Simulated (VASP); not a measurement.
# Bi (Immm) in VASP: further runs

The runs below take Bi through single point, with PBE+D3(BJ).

Program: VASP 6.6.1. These are calculated values, not measurements. Logs are shortened: lines on timing, memory, paths and dates and some standing lists are left out, and cuts for length are marked.

### 1 The cell of the first run

It takes space group Immm (No. 71, orthorhombic). Conventional cell: a = 3.547 Å, b = 3.782 Å, c = 4.428 Å, α = 90.00°, β = 90.00°, γ = 90.00°. Within 4.5 Å of Bi (site symmetry mmm) lie 14 Bi at 3.41 to 4.43 Å.

### 2 Single point, PBE+D3(BJ)

File INCAR:

```
SYSTEM = Bi
PREC = Accurate
ENCUT = 520
EDIFF = 1E-7
ISMEAR = 0
SIGMA = 0.15
LREAL = .FALSE.
LASPH = .TRUE.
NELM = 100
ALGO = Fast
ISIF = 2
LWAVE = .FALSE.
LCHARG = .FALSE.
GGA = PE
IVDW = 12
NBANDS = 14
```

File KPOINTS:

```
regular mesh
0
G
  16 16 16
  0 0 0
```

File POSCAR:

```
Bi
1.0
   -1.7733194365      2.2141999594      1.8908875759
    1.7733194365     -2.2141999594      1.8908875759
    1.7733194365      2.2141999594     -1.8908875759
Bi
1
Direct
    0.0000000000      0.0000000000      0.0000000000
```

Potentials or basis: VASP PAW PBE potentials, release 64 (Bi_d).

On the command line:

```
$ cat potpaw_PBE.64/Bi_d/POTCAR > POTCAR
$ mpirun -np 1 vasp_std > vasp.out
```

OUTCAR:

```text
SYSTEM = Bi
   PREC = Accurate
   ENCUT = 520
   EDIFF = 1E-7
   ISMEAR = 0
   LREAL = .FALSE.
   LASPH = .TRUE.
   NELM = 100
   ISIF = 2
   GGA = PE
   IVDW = 12
 IVDW          = 12

 ion  position               nearest neighbor table
   1  0.000  0.000  0.000-

  LATTYP: Found a body centered orthorhombic cell.
 ALAT       =     3.5466388730
 B/A-ratio  =     1.0662983425
 C/A-ratio  =     1.2486187845

  Lattice vectors:

 A1 = (  -1.7733194365,  -2.2141999594,   1.8908875759)
 A2 = (   1.7733194365,  -2.2141999594,  -1.8908875759)
 A3 = (   1.7733194365,   2.2141999594,   1.8908875759)

Analysis of symmetry for initial positions (statically):
=====================================================================
 Subroutine PRICEL returns:
 Original cell was already a primitive cell.

 Routine SETGRP: Setting up the symmetry group for a
 body centered orthorhombic supercell.

 Subroutine GETGRP returns: Found  8 space group operations
 (whereof  8 operations were pure point group operations)
 out of a pool of  8 trial point group operations.

The static configuration has the point symmetry D_2h.

Analysis of symmetry for dynamics (positions and initial velocities):
=====================================================================
 Subroutine PRICEL returns:
 Original cell was already a primitive cell.

 Routine SETGRP: Setting up the symmetry group for a
 body centered orthorhombic supercell.

 Subroutine GETGRP returns: Found  8 space group operations
 (whereof  8 operations were pure point group operations)
 out of a pool of  8 trial point group operations.

The dynamic configuration has the point symmetry D_2h.

 Subroutine INISYM returns: Found  8 space group operations
 (whereof  8 operations are pure point group operations),
 and found     1 'primitive' translations

----------------------------------------------------------------------------------------

                                     Primitive cell

  volume of cell :      29.6982

  direct lattice vectors                    reciprocal lattice vectors
    -1.773319437  2.214199959  1.890887576     0.000000000  0.225815197  0.264426086
     1.773319437 -2.214199959  1.890887576     0.281957097  0.000000000  0.264426086
     1.773319437  2.214199959 -1.890887576     0.281957097  0.225815197  0.000000000

  length of vectors
     3.409222655  3.409222655  3.409222655     0.347726412  0.386550073  0.361237190

  position of ions in fractional coordinates (direct lattice)
     0.000000000  0.000000000  0.000000000

  ion indices of the primitive-cell ions
[... 85 lines left out ...]
   NELECT =      15.0000    total number of electrons
   NUPDOWN=      -1.0000    fix difference up-down
   EMIN   =  10.00;   EMAX   =-10.00  energy-range for DOS
   EFERMI =   0.00;   METHOD = LEGACY
   ISMEAR =     0;   SIGMA  =   0.15  broadening in eV -4-tet -1-fermi 0-gaus
   EFERMI_NEDOS =   21; number of points for ismear=-14 and -15
   IALGO  =     68    algorithm
   IMIX   =      4    mixing-type and parameters
     AMIX     =   0.40;   BMIX     =  1.00
     AMIX_MAG =   1.60;   BMIX_MAG =  1.00
  volume/ion in A,a.u.               =      29.70       200.41
  Fermi-wavevector in a.u.,A,eV,Ry     =   1.303753  2.463736 23.126810  1.699773
  Thomas-Fermi vector in A             =   2.434734
   LORBIT       =      0    0 simple, 1 ext, 2 COOP (PROOUT), +10 PAW based schemes
   GGA     = PE    functional components
   LHFCALC =     F    Hartree Fock is set to
   AEXX    =    0.0000 exact exchange contribution
   IVDW    =    12    specifies the selected vdW correction
   LEPSILON=     F    determine dielectric tensor
   LRPA    =     F    only Hartree local field effects (RPA)
 non-spin polarized calculation
 RMM-DIIS sequential band-by-band and
 Gauss-broadening in eV      SIGMA  =   0.15
  energy-cutoff  :      520.00
  volume of cell :       29.70
 maximum number of plane-waves:       819
 NGX is ok and might be reduce to    28
   NGX = 13   NGY = 13   NGZ = 13

 number of electron      15.0000002 magnetization

 Free energy of the ion-electron system (eV)
  ---------------------------------------------------
  ext. energy  EPLUGINS =         0.00000000
  ---------------------------------------------------
  free energy    TOTEN  =        -3.70874650 eV

  energy without entropy =       -3.70196313  energy(sigma->0) =       -3.70535481

 E-fermi :   8.5606     XC(G=0): -10.5168

 val. band max:        8.5575036773   @ k =   0.1875   0.1875   0.1875
 cond. band min:       8.5633565059   @ k =  -0.1875   0.4375   0.1875
 fundamental gap:      0.0058528286
 Fermi energy:         8.5605725430

 k-point     1 :       0.0000    0.0000    0.0000
  band No.  band energies     occupation
      1     -14.5750      2.00000
      2     -14.5520      2.00000
      3     -14.5092      2.00000
      4     -14.4848      2.00000
      5     -14.4033      2.00000
      6      -5.3499      2.00000
      7      13.5344      0.00000
      8      13.6408      0.00000
      9      14.4348      0.00000
     10      17.8900      0.00000
     11      18.0234      0.00000
     12      19.0246      0.00000
     13      20.2332      0.00000
     14      20.4428      0.00000
[... 377 lines left out ...]
      1     -14.5649      2.00000
      2     -14.5437      2.00000
      3     -14.5009      2.00000
      4     -14.4853      2.00000
      5     -14.4085      2.00000
      6      -5.1473      2.00000
      7      11.8669      0.00000
      8      13.1863      0.00000
      9      13.8669      0.00000
     10      17.4489      0.00000
     11      18.6321      0.00000
     12      19.4283      0.00000
     13      20.1661      0.00000
     14      20.7233      0.00000

 [... further k-points ...]

------------------------ aborting loop because EDIFF is reached ----------------------------------------

 Edisp (eV)   -0.53087

 E8    (eV) :    -0.2609

  FORCE on cell =-STRESS in cart. coord.  units (eV):
  Direction    XX          YY          ZZ          XY          YZ          ZX
  --------------------------------------------------------------------------------------
  -------------------------------------------------------------------------------------
  Total       0.24950     0.03039     0.34562     0.00000     0.00000     0.00000
  in kB      13.46001     1.63938    18.64602     0.00000     0.00000     0.00000
  external pressure =       11.25 kB  Pullay stress =        0.00 kB

 VOLUME and BASIS-vectors are now :
 -----------------------------------------------------------------------------
  energy-cutoff  :      520.00
  volume of cell :       29.70
      direct lattice vectors                 reciprocal lattice vectors
    -1.773319437  2.214199959  1.890887576     0.000000000  0.225815197  0.264426086
     1.773319437 -2.214199959  1.890887576     0.281957097  0.000000000  0.264426086
     1.773319437  2.214199959 -1.890887576     0.281957097  0.225815197  0.000000000

 POSITION                                       TOTAL-FORCE (eV/Angst)
 -----------------------------------------------------------------------------------
      0.00000      0.00000      0.00000         0.000000      0.000000      0.000000
 -----------------------------------------------------------------------------------
    total drift:                                0.000000     -0.000000     -0.000000

  FREE ENERGIE OF THE ION-ELECTRON SYSTEM (eV)
  ---------------------------------------------------
  free  energy   TOTEN  =        -4.2396170829 eV

  energy  without entropy=       -4.2328337156  energy(sigma->0) =       -4.23622540
```

OSZICAR:

```text
N       E                     dE             d eps       ncg     rms          rms(c)
DAV:   1     0.114142238194E+03    0.11414E+03   -0.76716E+03 17600   0.126E+03
DAV:   2     0.283109010077E+01   -0.11131E+03   -0.10779E+03 18948   0.341E+02
DAV:   3    -0.355887446637E+01   -0.63900E+01   -0.63667E+01 21750   0.787E+01
DAV:   4    -0.370674034173E+01   -0.14787E+00   -0.14783E+00 22126   0.127E+01
DAV:   5    -0.371305319994E+01   -0.63129E-02   -0.63127E-02 24448   0.239E+00    0.448E-01
RMM:   6    -0.370928685383E+01    0.37663E-02   -0.58113E-03 21227   0.900E-01    0.268E-01
RMM:   7    -0.370861036293E+01    0.67649E-03   -0.51446E-03 21444   0.745E-01    0.774E-02
RMM:   8    -0.370871559052E+01   -0.10523E-03   -0.10690E-03 24326   0.424E-01    0.117E-02
RMM:   9    -0.370874205038E+01   -0.26460E-04   -0.27731E-04 27313   0.159E-01    0.869E-03
RMM:  10    -0.370874449874E+01   -0.24484E-05   -0.52599E-05 24814   0.100E-01    0.229E-03
RMM:  11    -0.370874619528E+01   -0.16965E-05   -0.25631E-05 30211   0.460E-02    0.173E-03
RMM:  12    -0.370874653803E+01   -0.34275E-06   -0.31222E-06 26555   0.154E-02    0.199E-03
RMM:  13    -0.370874649541E+01    0.42616E-07   -0.44331E-07 16154   0.610E-03
   1 F= -.42396171E+01 E0= -.42362254E+01  d E =-.678337E-02
```

It took 6.4 min on 1 thread of Intel Xeon 8259CL, shared host; peak memory 0.35 GiB.

What came out:

| Quantity | Value |
| --- | --- |
| Free energy | -4.2396 eV |
| Pressure | 1.1 GPa |
| Band gap on the k mesh | zero (an odd number of electrons rules out a gap without spin polarisation) |
| Dispersion energy per atom | -0.531 eV |

Levels at points of the mesh, in eV from the Fermi level:
```csv
k point,band 3,band 4,band 5,band 6,band 7,band 8,band 9,band 10,band 11,band 12
"(0.00, 0.00, 0.00)",-23.07,-23.05,-22.96,-13.91,4.97,5.08,5.87,9.33,9.46,10.46
"(0.50, 0.00, 0.00)",-23.05,-22.97,-22.90,-10.95,-5.57,2.98,4.67,7.56,9.39,9.44
"(0.00, 0.50, 0.00)",-22.96,-22.94,-22.88,-10.03,-5.06,0.68,1.70,4.82,6.08,14.90
"(0.50, 0.50, 0.00)",-23.03,-22.94,-22.90,-10.56,-5.45,2.15,3.71,6.60,8.22,9.73
"(0.50, 0.50, 0.50)",-22.93,-22.90,-22.89,-8.75,-3.72,-1.38,-0.11,3.19,4.61,16.04
```

Caveat: the cell differs from its parent crystal (strain +e along x and -e along y -0.1125, strain +e along z and -e/2 along x and y -0.0350); spin-orbit coupling is left out, which moves the levels of the heavy elements.

[end of part 1 of 2]
